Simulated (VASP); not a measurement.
# TiO2 (P3_121) in VASP: further runs, part 2 of 2

VASP 6.6.1.

## 3. Single point, PBE

This run uses another cell than the first one, of 14.58 Å³/atom.

File INCAR:

```
PREC = Accurate
ENCUT = 1340
EDIFF = 1E-6
ISMEAR = -1
SIGMA = 0.05
LREAL = False
LASPH = True
NELM = 120
ALGO = Normal
ISIF = 2
LWAVE = False
LCHARG = True
GGA = PE
LELF = True
LVHAR = True
NBANDS = 46
GGA_COMPAT = False
```

File KPOINTS:

```
Automatic mesh
0
Gamma
  5 5 4
```

File POSCAR:

```
TiO2
1.0
    5.1307719796      0.0000000000      0.0000000000
   -2.5653859898      4.4433788753      0.0000000000
    0.0000000000      0.0000000000      5.7570506193
Ti O
3 6
Direct
    0.4346438600      0.0000000000      0.3333333333
    0.0000000000      0.4346438600      0.6666666667
    0.5653561400      0.5653561400      0.0000000000
    0.6052167978      0.9230352863      0.0856997936
    0.6821815114      0.0769647137      0.5809668731
    0.3178184886      0.3947832022      0.7523664603
    0.9230352863      0.6052167978      0.9143002064
    0.0769647137      0.6821815114      0.4190331269
    0.3947832022      0.3178184886      0.2476335397
```

Potentials or basis: VASP PAW PBE potentials, release 64 (Ti_sv, O_h).

On the command line:

```sh
cat potpaw_PBE.64/Ti_sv/POTCAR potpaw_PBE.64/O_h/POTCAR > POTCAR
mpirun -np 1 vasp_std > vasp.out
```

OUTCAR:

```text
PREC = Accurate
   ENCUT = 1340
   EDIFF = 1E-6
   ISMEAR = -1
   LREAL = False
   LASPH = True
   NELM = 120
   ISIF = 2
   GGA = PE

 ion  position               nearest neighbor table
   1  0.435  0.000  0.333-   8 1.81   9 1.81   4 1.82   5 1.82
   2  0.000  0.435  0.667-   5 1.81   6 1.81   7 1.82   8 1.82
   3  0.565  0.565  0.000-   4 1.81   7 1.81   9 1.82   6 1.82
   4  0.605  0.923  0.086-   3 1.81   1 1.82
   5  0.682  0.077  0.581-   2 1.81   1 1.82
   6  0.318  0.395  0.752-   2 1.81   3 1.82
   7  0.923  0.605  0.914-   3 1.81   2 1.82
   8  0.077  0.682  0.419-   1 1.81   2 1.82
   9  0.395  0.318  0.248-   1 1.81   3 1.82

  LATTYP: Found a hexagonal cell.
 ALAT       =     5.1307719796
 C/A-ratio  =     1.1220632377

  Lattice vectors:

 A1 = (   5.1307719796,   0.0000000000,   0.0000000000)
 A2 = (  -2.5653859898,   4.4433788753,   0.0000000000)
 A3 = (   0.0000000000,   0.0000000000,   5.7570506193)

Analysis of symmetry for initial positions (statically):
[... 189 lines left out ...]
  band No.  band energies     occupation
      1     -54.3292      2.00000
      2     -54.3048      2.00000
      3     -54.3048      2.00000
      4     -30.8007      2.00000
      5     -30.7790      2.00000
      6     -30.7790      2.00000
[... 822 lines left out ...]
     45       6.8654      0.00000
     46       7.1821      0.00000

------------------------ aborting loop because EDIFF is reached ----------------------------------------

  FORCE on cell =-STRESS in cart. coord.  units (eV):
  Direction    XX          YY          ZZ          XY          YZ          ZX
  --------------------------------------------------------------------------------------
  -------------------------------------------------------------------------------------
  Total        4.3074832      4.3074832      4.3179859      0.0000000      0.0000000      0.0000000
  in kB       52.5821167     52.5821167     52.7103252      0.0000000      0.0000000      0.0000000
  external PRESSURE =      52.6248528 kB  Pullay stress =       0.0000000 kB

 VOLUME and BASIS-vectors are now :
 -----------------------------------------------------------------------------
  energy-cutoff  :     1340.00
  volume of cell :      131.25
      direct lattice vectors                 reciprocal lattice vectors
     5.130771980  0.000000000  0.000000000     0.194902444  0.112526979  0.000000000
    -2.565385990  4.443378875  0.000000000     0.000000000  0.225053957  0.000000000
     0.000000000  0.000000000  5.757050619     0.000000000  0.000000000  0.173700053

 POSITION                                       TOTAL-FORCE (eV/Angst)
 -----------------------------------------------------------------------------------
      2.23006      0.00000      1.91902         0.000782     -0.000000      0.000000
     -1.11503      1.93129      3.83803        -0.000391      0.000677      0.000000
      1.45036      2.51209      0.00000        -0.000391     -0.000677      0.000000
      0.73729      4.10140      0.49338         0.011288      0.042269     -0.030234
      3.30267      0.34198      3.34466         0.011288     -0.042269      0.030234
      0.61788      1.75417      4.33141         0.030962     -0.030911     -0.030234
      3.18327      2.68921      5.26367         0.030962      0.030911      0.030234
     -1.35517      3.03119      2.41239        -0.042250     -0.011358     -0.030234
      1.21022      1.41219      1.42564        -0.042250      0.011358      0.030234
 -----------------------------------------------------------------------------------
    total drift:                               -0.000000     -0.000001      0.000000

  FREE ENERGIE OF THE ION-ELECTRON SYSTEM (eV)
  ---------------------------------------------------
  free  energy   TOTEN  =       -79.9498353246 eV

  energy  without entropy=      -79.9498353246  energy(sigma->0) =      -79.94983532
```

stdout:

```text
POSCAR found type information on POSCAR TiO
 POSCAR found :  2 types and       9 ions
 scaLAPACK will be used
 LDA part: xc-table for (Slater+PW92), standard interpolation
 POSCAR, INCAR and KPOINTS ok, starting setup
 FFT: planning ... GRIDC
 FFT: planning ... GRID_SOFT
 FFT: planning ... GRID
 WAVECAR not read
 entering main loop
```

Run time: 10 min. Hardware: 1 thread of Intel Xeon Platinum 8488C (Sapphire Rapids), shared host; peak memory 0.78 GiB.

Results:

* Free energy: -79.9498 eV
* Pressure: 5.3 GPa
* Largest force: 0.053 eV/Å
* Band gap on the k mesh: 3.60 eV (least direct gap 3.76 eV)

Forces in eV/Å, atoms in the order of the input:
```
Ti   0.001  0.000  0.000
Ti   0.000  0.001  0.000
Ti   0.000 -0.001  0.000
O    0.011  0.042 -0.030
O    0.011 -0.042  0.030
O    0.031 -0.031 -0.030
O    0.031  0.031  0.030
O   -0.042 -0.011 -0.030
O   -0.042  0.011  0.030
```

Caveat: the cell stands under pressure. A k mesh can miss the band edges.

## 4. Single point, PBE+D4

File INCAR:

```
ALGO     = Normal         # electronic algorithm
EDIFF    = 1E-7           # SCF threshold, eV
ENCUT    = 520            # plane-wave cutoff, eV
GGA      = PE             # functional
ISIF     = 2              # what is computed and relaxed
ISMEAR   = -1             # smearing method
IVDW     = 13             # dispersion correction
LASPH    = True           # aspherical terms in the spheres
LCHARG   = False          # write CHGCAR
LREAL    = False          # projectors in reciprocal space
LWAVE    = False          # write WAVECAR
NBANDS   = 46             # bands
NELM     = 60             # most SCF steps
PREC     = Accurate       # precision mode
SIGMA    = 0.05           # smearing width, eV
```

File KPOINTS:

```
k-points
0
Gamma
  6 6 5
```

File POSCAR:

```
TiO2
1.0
    5.6511632505      0.0000000000      0.0000000000
   -2.8255816253      4.8940509359      0.0000000000
    0.0000000000      0.0000000000      6.1777996451
Ti O
3 6
Direct
    0.4733097966      0.0000000000      0.3333333333
    0.0000000000      0.4733097966      0.6666666667
    0.5266902034      0.5266902034      0.0000000000
    0.5779136703      0.8366460262      0.1312904675
    0.7412676441      0.1633539738      0.5353761992
    0.2587323559      0.4220863297      0.7979571342
    0.8366460262      0.5779136703      0.8687095325
    0.1633539738      0.7412676441      0.4646238008
    0.4220863297      0.2587323559      0.2020428658
```

Potentials or basis: VASP PAW PBE potentials, release 64 (Ti_sv, O).

On the command line:

```sh
cat potpaw_PBE.64/Ti_sv/POTCAR potpaw_PBE.64/O/POTCAR > POTCAR
mpirun -np 1 vasp_std > vasp.out
```

It took 4.4 min on 1 thread of AMD EPYC 7R13 (Zen 3), shared host; peak memory 0.33 GiB.

The run converged. Its results:

```yaml
Free_energy: -81.7984 eV
Pressure: 0.5 GPa
Largest_force: 0.034 eV/Å
Band_gap_on_the_k_mesh: 3.52 eV (least direct gap 3.56 eV)
Dispersion_energy_per_atom: -0.152 eV
```

Forces on the atoms (eV/Å):
```
Ti  -0.004  0.000  0.000
Ti   0.002 -0.004  0.000
Ti   0.002  0.004  0.000
O    0.015  0.027 -0.014
O    0.015 -0.027  0.014
O    0.016 -0.026 -0.014
O    0.016  0.026  0.014
O   -0.031 -0.001 -0.014
O   -0.031  0.001  0.014
```

Levels at points of the mesh, in eV from the valence-band top:
```
           k point  band 32  band 33  band 34  band 35  band 36  band 37  band 38  band 39  band 40  band 41
(0.00, 0.00, 0.00)    -0.81    -0.81    -0.28    -0.28    -0.23     3.52     4.13     4.13     4.61     4.61
(0.50, 0.00, 0.00)    -0.83    -0.80    -0.79    -0.16    -0.01     3.79     3.80     4.12     4.75     5.21
```

A k mesh can miss the band edges.

## 5. Single point, LDA

This run uses another cell than the first one, of 16.75 Å³/atom.

File INCAR:

```
SYSTEM = TiO2
PREC = Accurate
ENCUT = 600
EDIFF = 1E-6
ISMEAR = -1
SIGMA = 0.05
LREAL = .False.
LASPH = .True.
NELM = 120
ALGO = Normal
ISIF = 2
LWAVE = .False.
LCHARG = .True.
LELF = .True.
LVHAR = .True.
NBANDS = 46
GGA_COMPAT = .False.
```

File KPOINTS:

```
Automatic mesh
0
Gamma
  6 6 5
  0 0 0
```

File POSCAR:

```
TiO2
1.0
    5.4360058811      0.0000000000      0.0000000000
   -2.7180029406      4.7077191882      0.0000000000
    0.0000000000      0.0000000000      5.8924416243
Ti O
3 6
Direct
    0.4577830377      0.0000000000      0.3333333333
    0.0000000000      0.4577830377      0.6666666667
    0.5422169623      0.5422169623      0.0000000000
    0.5847736053      0.8696929960      0.1085695240
    0.7150806093      0.1303070040      0.5580971426
    0.2849193907      0.4152263947      0.7752361907
    0.8696929960      0.5847736053      0.8914304760
    0.1303070040      0.7150806093      0.4419028574
    0.4152263947      0.2849193907      0.2247638093
```

Potentials or basis: VASP PAW LDA potentials, release 64 (Ti_sv, O).

On the command line:

```sh
cat potpaw_LDA.64/Ti_sv/POTCAR potpaw_LDA.64/O/POTCAR > POTCAR
mpirun -np 1 vasp_std > vasp.out
```

Wall time 5.8 min (1 thread of Oxide Virtual Turin-like, shared host); peak memory 0.32 GiB.

The run converged. Its results:

| Quantity | Value |
| --- | --- |
| Free energy | -86.3285 eV |
| Pressure | 0.9 GPa |
| Largest force | 0.093 eV/Å |
| Band gap on the k mesh | 3.69 eV (least direct gap 3.73 eV) |

Forces on the atoms (eV/Å):
```
Ti  -0.020  0.000  0.000
Ti   0.010 -0.017  0.000
Ti   0.010  0.017  0.000
O    0.028  0.072 -0.053
O    0.028 -0.072  0.053
O    0.048 -0.060 -0.053
O    0.048  0.060  0.053
O   -0.076 -0.011 -0.053
O   -0.076  0.011  0.053
```

Levels at points of the mesh, in eV from the valence-band top:
| k point | band 32 | band 33 | band 34 | band 35 | band 36 | band 37 | band 38 | band 39 | band 40 | band 41 |
| --- | --- | --- | --- | --- | --- | --- | --- | --- | --- | --- |
| (0.00, 0.00, 0.00) | -0.87 | -0.85 | -0.44 | -0.31 | -0.31 | 3.78 | 4.32 | 4.32 | 4.66 | 4.66 |
| (0.50, 0.00, 0.00) | -0.82 | -0.77 | -0.74 | -0.22 | 0.00 | 3.95 | 3.97 | 4.25 | 4.92 | 5.43 |

A k mesh can miss the band edges.

## 6. The runs side by side

```csv
task,level,potentials or basis,cell,k mesh,cutoff (eV),gap on the mesh (eV),pressure (GPa),largest force (eV/Å)
relaxation of the atoms,PBE,"VASP PAW PBE potentials, release 64 (Ti_sv, O)","atoms relaxed from a = 5.694, b = 5.694, c = 6.082 Å, angles 90.0, 90.0, 120.0°, 9 atoms, atomic positions A",5 × 5 × 4,520,3.46,0.4,0.01
single point,PBE,"VASP PAW PBE potentials, release 64 (Ti_sv, O_h)","a = 5.131, b = 5.131, c = 5.757 Å, angles 90.0, 90.0, 120.0°, 9 atoms, atomic positions B",5 × 5 × 4,1340,3.60,5.3,0.05
single point,PBE+D4,"VASP PAW PBE potentials, release 64 (Ti_sv, O)","a = 5.651, b = 5.651, c = 6.178 Å, angles 90.0, 90.0, 120.0°, 9 atoms, atomic positions C",6 × 6 × 5,520,3.52,0.5,0.03
single point,LDA,"VASP PAW LDA potentials, release 64 (Ti_sv, O)","a = 5.436, b = 5.436, c = 5.892 Å, angles 90.0, 90.0, 120.0°, 9 atoms, atomic positions D",6 × 6 × 5,600,3.69,0.9,0.09
```

Alike in all rows: no spin polarisation; smearing fermi-dirac 0.05 eV.

Caveats: the cell stands under pressure (at least some runs).

Absolute energies hang on the potentials; compare differences alone.
